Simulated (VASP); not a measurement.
A run of VASP 6.6.1 is set up as follows.

Contents of INCAR:

```
SYSTEM = La
  ALGO = Normal
  EDIFF = 1E-7
  EDIFFG = -0.03
  ENCUT = 500
  GGA = LIBXC
  GGA_COMPAT = .False.
  IBRION = 2
  ISIF = 3
  ISMEAR = 0
  LASPH = .True.
  LCHARG = .False.
  LIBXC1 = GGA_X_PBE
  LIBXC2 = LDA_C_PW
  LMAXMIX = 6
  LREAL = .False.
  LWAVE = .False.
  NELM = 200
  NELMIN = 4
  NSW = 80
  PREC = Accurate
  SIGMA = 0.05
```

KPOINTS

```
k-points
0
Gamma
  8 8 2
  0 0 0
```

POSCAR

```
La
1.0
    3.7700000000      0.0000000000      0.0000000000
   -1.8850000000      3.2649157723      0.0000000000
    0.0000000000      0.0000000000     12.1590000000
La
4
Direct
    0.0000000000      0.0000000000      0.0000000000
    0.0000000000      0.0000000000      0.5000000000
    0.3333330000      0.6666670000      0.7500000000
    0.6666670000      0.3333330000      0.2500000000
```

Potentials or basis: VASP PAW PBE potentials, release 64 (La).

The run is started by

```sh
$ cat potpaw_PBE.64/La/POTCAR > POTCAR
$ mpirun -np 1 vasp_std > vasp.out
```

Task: What does it give for the space group after relaxing (to 0.1 Å)?

Result: P6_3/mmc (No. 194).

Task: What does it give for the relaxed cell?

Result: a = 3.893 Å, b = 3.893 Å, c = 12.693 Å, α = 90.00°, β = 90.00°, γ = 120.00°.

Task: What does it give for the band gap on the k mesh?

Result: Zero (bands 22 and 23 overlap by 0.90 eV).

Final structure:
```
La
1.0
     3.89265    0.00000    0.00000
    -1.94632    3.37113    0.00000
     0.00000    0.00000   12.69310
La
4
Direct
  0.00000 0.00000 0.00000
  0.00000 0.00000 0.50000
  0.33333 0.66667 0.75000
  0.66667 0.33333 0.25000
```

Caveat: spin-orbit coupling is left out, which moves the levels of the heavy elements. Zero-point motion and thermal expansion aren't in these numbers.
